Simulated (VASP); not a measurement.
# HfC (P1) in VASP: notebook, part 2 of 2

VASP 6.6.1. The steps go on from the part before.

### Step 3. Single point, PBE

File INCAR:

```
SYSTEM = HfC
PREC = Accurate ; ENCUT = 520
EDIFF = 1E-6 ; ISMEAR = -1
SIGMA = 0.1 ; LREAL = .FALSE.
LASPH = .TRUE. ; NELM = 100
ALGO = Normal ; ISIF = 2
LWAVE = .FALSE. ; LCHARG = .TRUE.
GGA = PE ; LELF = .TRUE.
LVHAR = .TRUE. ; NBANDS = 14
```

File KPOINTS:

```
regular mesh
0
G
  6 6 6
  0 0 0
```

File POSCAR:

```
HfC
1.0
   -0.0460200000      2.3412800000      2.3591800000
    2.2447700000      0.0541400000      2.2590100000
    2.2973600000      2.2937000000      0.0015500000
Hf C
1 1
Direct
    0.5451300000      0.4898700000      0.4574200000
    0.9774666289      0.9969715077      0.9850351596
```

Potentials or basis: VASP PAW PBE potentials, release 64 (Hf_pv, C).

On the command line:

```bash
> cat potpaw_PBE.64/Hf_pv/POTCAR potpaw_PBE.64/C/POTCAR > POTCAR
> mpirun -np 1 vasp_std > vasp.out
```

OUTCAR:

```text
SYSTEM = HfC
   PREC = Accurate
   ENCUT = 520
   EDIFF = 1E-6
   ISMEAR = -1
   LREAL = .FALSE.
   LASPH = .TRUE.
   NELM = 100
   ISIF = 2
   GGA = PE

 ion  position               nearest neighbor table
   1  0.545  0.490  0.457-   2 2.17   2 2.20   2 2.22   2 2.39   2 2.39   2 2.46
   2  0.977  0.997  0.985-   1 2.17   1 2.20   1 2.22   1 2.39   1 2.39   1 2.46

  LATTYP: Found a triclinic cell.
 ALAT       =     5.6678582841
 B/A-ratio  =     0.5727685658
 C/A-ratio  =     0.8149133257
 COS(alpha) =     0.0009289004
 COS(beta)  =     0.4258451517
 COS(gamma) =     0.8590802196

  Lattice vectors:

 A1 = (  -2.2513400000,  -4.6349800000,  -2.3607300000)
 A2 = (  -2.2973600000,  -2.2937000000,  -0.0015500000)
 A3 = (   0.0986100000,  -0.1017200000,  -4.6166400000)

Analysis of symmetry for initial positions (statically):
=====================================================================
 Subroutine PRICEL returns:
 Original cell was already a primitive cell.

 Routine SETGRP: Setting up the symmetry group for a
 triclinic supercell.

 Subroutine GETGRP returns: Found  1 space group operations
 (whereof  1 operations were pure point group operations)
 out of a pool of  2 trial point group operations.

The static configuration has the point symmetry C_1 .

Analysis of symmetry for dynamics (positions and initial velocities):
=====================================================================
 Subroutine PRICEL returns:
 Original cell was already a primitive cell.

 Routine SETGRP: Setting up the symmetry group for a
 triclinic supercell.

 Subroutine GETGRP returns: Found  1 space group operations
 (whereof  1 operations were pure point group operations)
 out of a pool of  2 trial point group operations.

The dynamic configuration has the point symmetry C_1 .

 Subroutine INISYM returns: Found  1 space group operations
 (whereof  1 operations are pure point group operations),
 and found     1 'primitive' translations

----------------------------------------------------------------------------------------

                                     Primitive cell

  volume of cell :      24.2346

  direct lattice vectors                    reciprocal lattice vectors
    -0.046020000  2.341280000  2.359180000    -0.213802381  0.214003437  0.207325786
     2.244770000  0.054140000  2.259010000     0.223136771 -0.223645751  0.226301545
     2.297360000  2.293700000  0.001550000     0.212970577  0.222813016 -0.216968079

  length of vectors
     3.324069817  3.185129459  3.246371060     0.366732751  0.388612698  0.376931365

  position of ions in fractional coordinates (direct lattice)
     0.545130000  0.489870000  0.457420000
     0.977466629  0.996971508  0.985035160

  ion indices of the primitive-cell ions
   primitive index   ion index
                 1           1
                 2           2

----------------------------------------------------------------------------------------

 KPOINTS: regular mesh

Automatic generation of k-mesh.
 Grid dimensions read from file:
 generate k-points for:    6    6    6

 Generating k-lattice:

  Cartesian coordinates                     Fractional coordinates (reciprocal lattice)
    -0.035633730  0.035667239  0.034554298     0.166666667 -0.000000000 -0.000000000
     0.037189462 -0.037274292  0.037716924     0.000000000  0.166666667  0.000000000
     0.035495096  0.037135503 -0.036161346     0.000000000  0.000000000  0.166666667

  Length of vectors
     0.061122125  0.064768783  0.062821894

  Shift w.r.t. Gamma in fractional coordinates (k-lattice)
     0.000000000  0.000000000  0.000000000

 Subroutine IBZKPT returns following result:
 ===========================================

 Found    112 irreducible k-points:

 Following reciprocal coordinates:
            Coordinates               Weight
  0.000000  0.000000  0.000000      1.000000
  0.166667  0.000000  0.000000      2.000000
  0.333333 -0.000000  0.000000      2.000000
  0.500000  0.000000  0.000000      1.000000
 -0.000000  0.166667 -0.000000      2.000000
  0.166667  0.166667  0.000000      2.000000
[... 16 lines left out ...]
  0.333333 -0.000000  0.166667      2.000000
  0.500000  0.000000  0.166667      2.000000
 [... further k-points ...]
   k-points           NKPTS =    112   k-points in BZ     NKDIM =    112   number of bands    NBANDS=     14
   number of dos      NEDOS =    301   number of ions     NIONS =      2
   total plane-waves  NPLWV =  16128
   dimension x,y,z NGX =    28 NGY =   24 NGZ =   24
   dimension x,y,z NGXF=    56 NGYF=   48 NGZF=   48
   ions per type =               1   1
   NGX,Y,Z   is equivalent  to a cutoff of  14.00, 12.53, 12.29 a.u.
   NGXF,Y,Z  is equivalent  to a cutoff of  28.01, 25.05, 24.58 a.u.
 SYSTEM =  HfC
   PREC   = accura    normal or accurate (medium, high low for compatibility)
   ISTART =      0    job   : 0-new  1-cont  2-samecut
   ICHARG =      2    charge: 1-file 2-atom 10-const
   ISPIN  =      1    spin polarized calculation?
   LNONCOLLINEAR =      F non collinear calculations
   LSORBIT =      F    spin-orbit coupling
   LASPH  =      T    aspherical Exc in radial PAW
   ENCUT  =  520.0 eV  38.22 Ry    6.18 a.u.   6.18  5.92  6.04*2*pi/ulx,y,z
   NELM   =    100;   NELMIN=  2; NELMDL= -5     # of ELM steps
   EDIFF  = 0.1E-05   stopping-criterion for ELM
   LREAL  =      F    real-space projection
   EDIFFG = 0.1E-04   stopping-criterion for IOM
   NSW    =      0    number of steps for IOM
   IBRION =     -1    ionic relax: 0-MD 1-quasi-New 2-CG
   NFREE  =      0    steps in history (QN), initial steepest desc. (CG)
   ISIF   =      2    stress and relaxation
   ISYM   =      2    0-nonsym 1-usesym 2-fastsym
   POTIM  = 0.5000    time-step for ionic-motion
   TEBEG  =    0.0;   TEEND  =   0.0 temperature during run
   PSTRESS=    0.0 pullay stress
   NELECT =      14.0000    total number of electrons
   NUPDOWN=      -1.0000    fix difference up-down
   EMIN   =  10.00;   EMAX   =-10.00  energy-range for DOS
   EFERMI =   0.00;   METHOD = LEGACY
   ISMEAR =    -1;   SIGMA  =   0.10  broadening in eV -4-tet -1-fermi 0-gaus
   EFERMI_NEDOS =   21; number of points for ismear=-14 and -15
   IALGO  =     38    algorithm
   IMIX   =      4    mixing-type and parameters
     AMIX     =   0.40;   BMIX     =  1.00
     AMIX_MAG =   1.60;   BMIX_MAG =  1.00
  volume/ion in A,a.u.               =      12.12        81.77
  Fermi-wavevector in a.u.,A,eV,Ry     =   1.363450  2.576546 25.293162  1.858995
  Thomas-Fermi vector in A             =   2.489852
   LORBIT       =      0    0 simple, 1 ext, 2 COOP (PROOUT), +10 PAW based schemes
   GGA     = PE    functional components
   LHFCALC =     F    Hartree Fock is set to
   AEXX    =    0.0000 exact exchange contribution
   IVDW    =     0    specifies the selected vdW correction
   LEPSILON=     F    determine dielectric tensor
   LRPA    =     F    only Hartree local field effects (RPA)
 non-spin polarized calculation
  energy-cutoff  :      520.00
  volume of cell :       24.23
 maximum number of plane-waves:       663
 NGX is ok and might be reduce to    28
   NGX = 13   NGY = 11   NGZ = 13

 number of electron      14.0000001 magnetization

 Free energy of the ion-electron system (eV)
  ---------------------------------------------------
  ext. energy  EPLUGINS =         0.00000000
  ---------------------------------------------------
  free energy    TOTEN  =       -20.80930711 eV

  energy without entropy =      -20.80220838  energy(sigma->0) =      -20.80575774

 E-fermi :   6.3664     XC(G=0): -12.4498

 val. band max:        6.3158884217   @ k =   0.0000   0.0000   0.0000
 cond. band min:       6.4087725345   @ k =   0.3333   0.3333  -0.0000
 fundamental gap:      0.0928841128
 Fermi energy:         6.3663783099

 k-point     1 :       0.0000    0.0000    0.0000
  band No.  band energies     occupation
      1     -23.1900      2.00000
      2     -23.1562      2.00000
      3     -23.1298      2.00000
      4      -6.2206      2.00000
      5       5.8273      1.99093
      6       6.3159      1.24722
      7       6.7060      0.06480
      8       8.1504      0.00000
      9       8.3476      0.00000
     10       8.7501      0.00000
     11      10.1896      0.00000
     12      10.5147      0.00000
     13      13.4683      0.00000
     14      17.2872      0.00000
[... 377 lines left out ...]
      1     -23.8231      2.00000
      2     -23.3419      2.00000
      3     -23.2518      2.00000
      4      -3.0436      2.00000
      5       0.8545      2.00000
      6       3.3273      2.00000
      7       3.9907      2.00000
      8       9.3076      0.00000
      9      11.7444      0.00000
     10      12.6058      0.00000
     11      15.0558      0.00000
     12      16.1474      0.00000
     13      17.7334      0.00000
     14      19.2777      0.00000

 [... further k-points ...]
[... 5 lines left out ...]
  --------------------------------------------------------------------------------------
  -------------------------------------------------------------------------------------
  Total        1.6904819      1.9371135      2.1364376      0.1395478     -1.3842943      1.3145980
  in kB      111.7598731    128.0649966    141.2425638      9.2256781    -91.5174326     86.9097201
  external PRESSURE =     127.0224779 kB  Pullay stress =       0.0000000 kB

 VOLUME and BASIS-vectors are now :
 -----------------------------------------------------------------------------
  energy-cutoff  :      520.00
  volume of cell :       24.23
      direct lattice vectors                 reciprocal lattice vectors
    -0.046020000  2.341280000  2.359180000    -0.213802381  0.214003437  0.207325786
     2.244770000  0.054140000  2.259010000     0.223136771 -0.223645751  0.226301545
     2.297360000  2.293700000  0.001550000     0.212970577  0.222813016 -0.216968079

 POSITION                                       TOTAL-FORCE (eV/Angst)
 -----------------------------------------------------------------------------------
      2.12542      2.35201      2.39339         0.688360     -0.813911     -1.132250
      4.45597      4.60187      4.55972        -0.688360      0.813911      1.132250
 -----------------------------------------------------------------------------------
    total drift:                               -0.000082      0.000180      0.000219

  FREE ENERGIE OF THE ION-ELECTRON SYSTEM (eV)
  ---------------------------------------------------
  free  energy   TOTEN  =       -20.8093071068 eV

  energy  without entropy=      -20.8022083817  energy(sigma->0) =      -20.80575774
```

Run time: 51 s. Hardware: 1 thread of AMD EPYC 7R13, shared host; peak memory 0.14 GiB.

What came out:

* Free energy: -20.8093 eV
* Pressure: 12.7 GPa
* Largest force: 1.555 eV/Å
* Band gap on the k mesh: zero (band 7 reaches 6.71 eV, above the bottom of band 8 at 6.41 eV)

Forces on the atoms (eV/Å):
```
Hf   0.688 -0.814 -1.132
C   -0.688  0.814  1.132
```

Levels at points of the mesh, in eV from the Fermi level:
```tsv
k point	band 5	band 6	band 7	band 8	band 9	band 10
(0.00, 0.00, 0.00)	-0.54	-0.05	0.34	1.78	1.98	2.38
(0.50, 0.00, 0.00)	-6.36	-3.22	-2.86	4.95	5.19	5.91
(0.00, 0.50, 0.00)	-6.33	-3.46	-3.28	5.19	5.77	5.92
(0.50, 0.50, 0.00)	-2.66	-2.33	-0.24	0.26	5.44	6.66
(0.00, 0.00, 0.50)	-6.37	-3.35	-2.88	4.78	5.37	6.09
(0.50, 0.00, 0.50)	-2.62	-2.56	-0.13	0.28	5.55	6.79
(0.00, 0.50, 0.50)	-2.65	-2.58	-0.11	0.32	5.56	6.79
(0.50, 0.50, 0.50)	-6.37	-3.36	-2.88	4.81	5.37	6.05
```

Caveat: the k points lie up to 0.41 Å⁻¹ apart; spin-orbit coupling is left out, which moves the levels of the heavy elements; forces of over 1 eV/Å act on the atoms, so gaps and moduli don't describe the material at rest.

### Step 4. Single point, PBE

File INCAR:

```
PREC = Accurate
ENCUT = 520
EDIFF = 1E-7
ISMEAR = -1
SIGMA = 0.1
LREAL = F
LASPH = T
NELM = 100
ALGO = Normal
ISIF = 2
LWAVE = F
LCHARG = F
GGA = PE
NBANDS = 14
```

File KPOINTS:

```
regular mesh
0
Gamma
  6 6 6
```

POSCAR, as its differences from that of step 3:

```diff
@@ -9,2 +9,2 @@
     0.5451300000      0.4898700000      0.4574200000
-    0.9774666289      0.9969715077      0.9850351596
+    0.9753933711      0.9947084923      0.9872048404
```

On the command line:

```bash
> cat potpaw_PBE.64/Hf_pv/POTCAR potpaw_PBE.64/C/POTCAR > POTCAR
> mpirun -np 1 vasp_std > vasp.out
```

Run time: 62 s. Hardware: 1 thread of AMD EPYC 7R13, shared host; peak memory 0.14 GiB.

It converged, with:

```
Free energy            : -20.7976 eV
Pressure               : 13.0 GPa
Largest force          : 1.617 eV/Å
Band gap on the k mesh : zero (band 7 reaches 6.67 eV, above the bottom of band 8 at 6.40 eV)
```

Forces in eV/Å, atoms in the order of the input:
```
Hf   0.686 -0.813 -1.218
C   -0.686  0.813  1.218
```

Stress tensor (GPa, compression positive):
```
11.12  0.92  8.73
 0.92 12.78 -9.19
 8.73 -9.19 15.12
```

Levels at points of the mesh, in eV from the Fermi level:
```tsv
k point	band 5	band 6	band 7	band 8	band 9	band 10
(0.00, 0.00, 0.00)	-0.59	-0.11	0.29	1.76	2.03	2.44
(0.50, 0.00, 0.00)	-6.36	-3.23	-2.87	4.95	5.18	5.88
(0.00, 0.50, 0.00)	-6.34	-3.45	-3.28	5.16	5.76	5.91
(0.50, 0.50, 0.00)	-2.66	-2.34	-0.25	0.25	5.43	6.65
(0.00, 0.00, 0.50)	-6.38	-3.35	-2.89	4.78	5.35	6.06
(0.50, 0.00, 0.50)	-2.63	-2.60	-0.16	0.33	5.56	6.78
(0.00, 0.50, 0.50)	-2.66	-2.63	-0.14	0.37	5.57	6.78
(0.50, 0.50, 0.50)	-6.37	-3.36	-2.89	4.81	5.35	6.03
```

Caveat: the k points lie up to 0.41 Å⁻¹ apart; spin-orbit coupling is left out, which moves the levels of the heavy elements; forces of over 1 eV/Å act on the atoms, so gaps and moduli don't describe the material at rest.
